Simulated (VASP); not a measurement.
Write the native input for VASP 6.6.1 that does the following.

- Task: single point
- Functional: PBEsol
- Potentials or basis: VASP PAW PBE potentials, release 64 (Li_sv, Ta_pv, O)
- Cutoff: 520 eV
- k mesh: 10 × 10 × 10
- Occupations: gaussian, width 0.05 eV
- Spin: no spin polarisation
- Dipole correction: no
- Further INCAR settings: ALGO = Normal; EDIFF = 1e-07; NBANDS = 32

The structure of Li3TaO4 lies in POSCAR:

```
Li3TaO4
1.0
   -2.0422644308      2.0422644308      4.2529592940
    2.0422644308     -2.0422644308      4.2529592940
    2.0422644308      2.0422644308     -4.2529592940
Li Ta O
3 1 4
Direct
    0.4694330486      0.4694330486      0.0000000000
    0.2474183261      0.7474183261      0.5000000000
    0.7474183261      0.2474183261      0.5000000000
    0.0007520810      0.0007520810      0.0000000000
    0.0003817329      0.5003817329      0.5000000000
    0.7773740889      0.7773740889      0.0000000000
    0.5003817329      0.0003817329      0.5000000000
    0.2288554335      0.2288554335      0.0000000000
```

This cell differs from its parent crystal: mode 1 (-167.1 1/cm) frozen in, largest displacement -0.260 Å.

These files were run (other wordings do the same):

INCAR

```
SYSTEM = Li3TaO4
  ALGO = Normal
  EDIFF = 1E-7
  ENCUT = 520
  GGA = PS
  ISIF = 2
  ISMEAR = 0
  LASPH = .TRUE.
  LCHARG = .FALSE.
  LREAL = .FALSE.
  LWAVE = .FALSE.
  NBANDS = 32
  NELM = 60
  PREC = Accurate
  SIGMA = 0.05
```

KPOINTS

```
k-points
0
G
  10 10 10
  0 0 0
```

Potentials or basis: VASP PAW PBE potentials, release 64 (Li_sv, Ta_pv, O).

Command:

```console
$ cat potpaw_PBE.64/Li_sv/POTCAR potpaw_PBE.64/Ta_pv/POTCAR potpaw_PBE.64/O/POTCAR > POTCAR
$ mpirun -np 1 vasp_std > vasp.out
```

It gave:

* Largest force: 0.159 eV/Å
* Band gap on the k mesh: 1.58 eV, indirect (least direct gap 1.65 eV)

Caveat: the cell differs from its parent crystal (mode 1 (-167.1 1/cm) frozen in, largest displacement -0.260 Å); the PAW data sets were made with another functional, which shifts forces and pressure a little; spin-orbit coupling is left out, which moves the levels of the heavy elements.

Run time: 3.8 min on 1 thread of Intel(R) Xeon(R) 6975P-C (Granite Rapids), with other jobs on the host, peak memory 0.37 GiB.
